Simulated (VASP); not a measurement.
Wanted: the native input for a VASP 6.6.1 run.

| Property | Result |
| --- | --- |
| Task | single point |
| Functional | PBE |
| Potentials or basis | VASP PAW PBE potentials, release 64 (Sn_d, Se, S) |
| Cutoff | 520 eV |
| k mesh | 8 × 8 × 8 |
| Occupations | gaussian, width 0.02 eV |
| Spin | no spin polarisation |
| Dipole correction | no |
| Further INCAR settings | ALGO = Normal; EDIFF = 1e-06; NBANDS = 50 |

The structure of Sn4SeS3 lies in POSCAR:

```
Sn4SeS3
1.0
   -2.9541903830      2.9541903830      5.9025589184
    2.9541903830     -2.9541903830      5.9025589184
    2.9541903830      2.9541903830     -5.9025589184
Sn Se S
4 1 3
Direct
    0.7441524789      0.7441524789      0.0000000000
    0.2558475211      0.2558475211      0.0000000000
    0.5000000000      0.0000000000      0.5000000000
    0.0000000000      0.5000000000      0.5000000000
    0.0000000000      0.0000000000      0.0000000000
    0.5000000000      0.5000000000      0.0000000000
    0.2500000000      0.7500000000      0.5000000000
    0.7500000000      0.2500000000      0.5000000000
```

These files were run (other wordings do the same):

INCAR

```
  PREC = Accurate
  ENCUT = 520
  EDIFF = 1E-6
  ISMEAR = 0
  SIGMA = 0.02
  LREAL = F
  LASPH = T
  NELM = 100
  ALGO = Normal
  ISIF = 2
  LWAVE = F
  LCHARG = F
  GGA = PE
  NBANDS = 50
```

KPOINTS

```
regular mesh
0
Gamma
  8 8 8
```

Potentials or basis: VASP PAW PBE potentials, release 64 (Sn_d, Se, S).

Command:

```bash
$ cat potpaw_PBE.64/Sn_d/POTCAR potpaw_PBE.64/Se/POTCAR potpaw_PBE.64/S/POTCAR > POTCAR
$ mpirun -np 1 vasp_std > vasp.out
```

It gave:

```json
{"Pressure": "0.0 GPa", "Band gap on the k mesh": "0.16 eV"}
```

Caveat: semilocal functionals underestimate gaps, and a narrow one can read as zero; spin-orbit coupling is left out, which moves the levels of the heavy elements.

Wall time 13 min on 1 thread of Intel(R) Xeon(R) Platinum 8259CL CPU @ 2.50GHz (Skylake/Cascade Lake) (shared host), peak memory 0.72 GiB.
